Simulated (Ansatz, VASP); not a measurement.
CuO in VASP and in Ansatz

```xyz
4
Lattice="2.3447 -1.7134 0.0000 2.3447 1.7134 0.0000 -0.8606 0.0000 5.0594" Properties=species:S:1:pos:R:3 pbc="T T T"
Cu    0.7361   -0.8836    2.5056
Cu    1.2041    0.8387   -0.0138
O     1.6374    0.3040    3.8502
O     2.1001   -0.2780    1.3060
```

Change from the starting cell: atoms moved at random, drawn with an rms of 0.05 Å.

Alike in both runs: task single point; functional PBE; k mesh 10 × 10 × 5; occupations fermi-dirac, width 0.05 eV; no spin polarisation.

```csv
,VASP,Ansatz
version,VASP 6.6.1,Ansatz 0.2.0
potentials or method,"VASP PAW PBE potentials, release 64 (Cu, O), cutoff 520 eV","all-electron LAPW, scalar-relativistic"
```

VASP gave:

| Property | Result |
| --- | --- |
| gap on the k mesh at the Fermi level (eV) | none |
| pressure (GPa) | 7.2 |
| traceless stress, the component that is largest in VASP (GPa) | -2.90 |
| rms of the force components (eV/Å) | 0.738 |

What did Ansatz give for the same quantities?

gap on the k mesh at the Fermi level (eV): none; pressure (GPa): 6.5; traceless stress, the component that is largest in VASP (GPa): -2.80; rms of the force components (eV/Å): 0.715.

Atom by atom the forces differ by 0.030 eV/Å (rms over components). A gap of «none» marks a metal or a gap that the smearing closes. Ansatz ran all-electron here, and VASP with PAW potentials.
